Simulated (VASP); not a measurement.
A run of VASP 6.6.1 is set up as follows.

Contents of INCAR:

```
  PREC = Accurate
  ENCUT = 520
  EDIFF = 1E-6
  ISMEAR = 0
  SIGMA = 0.01
  LREAL = F
  LASPH = T
  NELM = 100
  ALGO = Normal
  ISIF = 2
  LWAVE = F
  LCHARG = F
  GGA = PE
  NBANDS = 24
```

KPOINTS

```
Automatic mesh
0
Gamma
  6 6 2
```

Contents of POSCAR:

```
KI
1.0
    4.9000107912      0.0000000000      0.0000000000
   -2.4500053956      4.2435338240      0.0000000000
    0.0000000000      0.0000000000      8.5899941413
K I
2 2
Direct
    0.0000000000      0.0000000000      0.0000000000
    0.0000000000      0.0000000000      0.5000000000
    0.3333333333      0.6666666667      0.2500000000
    0.6666666667      0.3333333333      0.7500000000
```

Potentials or basis: VASP PAW PBE potentials, release 64 (K_sv, I).

Run with:

```console
$ cat potpaw_PBE.64/K_sv/POTCAR potpaw_PBE.64/I/POTCAR > POTCAR
$ mpirun -np 1 vasp_std > vasp.out
```

Question: What does it give for the band gap on the k mesh?

Answer: 3.85 eV, direct.

Question: Predict the pressure.

Answer: 0.5 GPa.

Caveat: spin-orbit coupling is left out, which moves the levels of the heavy elements.
